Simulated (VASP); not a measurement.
Wanted: the native input for a VASP 6.6.1 run.

* Task: single point
* Functional: PBE
* Potentials or basis: VASP PAW PBE potentials, release 64 (Si, O)
* Cutoff: 520 eV
* k mesh: 4 × 4 × 4
* Occupations: gaussian, width 0.1 eV
* Spin: no spin polarisation
* Dipole correction: no
* Further INCAR settings: ALGO = Normal; EDIFF = 1e-06; NBANDS = 25

The structure of SiO2 lies in POSCAR:

```
SiO2
1.0
    3.8079024833      0.0000000000      0.0000000000
    0.0000000000      3.8079024833      0.0000000000
    0.0000000000      0.0000000000      3.8079024833
Si O
2 4
Direct
    0.0000000000      0.0000000000      0.0000000000
    0.5000000000      0.5000000000      0.5000000000
    0.2500000000      0.2500000000      0.2500000000
    0.2500000000      0.7500000000      0.7500000000
    0.7500000000      0.7500000000      0.2500000000
    0.7500000000      0.2500000000      0.7500000000
```

The input as run:

INCAR

```
PREC = Accurate ; ENCUT = 520
EDIFF = 1E-6 ; ISMEAR = 0
SIGMA = 0.1 ; LREAL = False
LASPH = True ; NELM = 60
ALGO = Normal ; ISIF = 2
LWAVE = False ; LCHARG = True
GGA = PE ; LELF = True
LVHAR = True ; NBANDS = 25
```

KPOINTS

```
Automatic mesh
0
Gamma
  4 4 4
```

Potentials or basis: VASP PAW PBE potentials, release 64 (Si, O).

Run with:

```bash
$ cat potpaw_PBE.64/Si/POTCAR potpaw_PBE.64/O/POTCAR > POTCAR
$ mpirun -np 1 vasp_std > vasp.out
```

Results of the run:

```
Pressure               : 0.0 GPa
Band gap on the k mesh : 4.52 eV (least direct gap 5.09 eV)
```

It took 24 s on 1 thread of Intel(R) Xeon(R) Platinum 8175M CPU @ 2.50GHz (Skylake/Cascade Lake), on a shared host, peak memory 0.15 GiB.
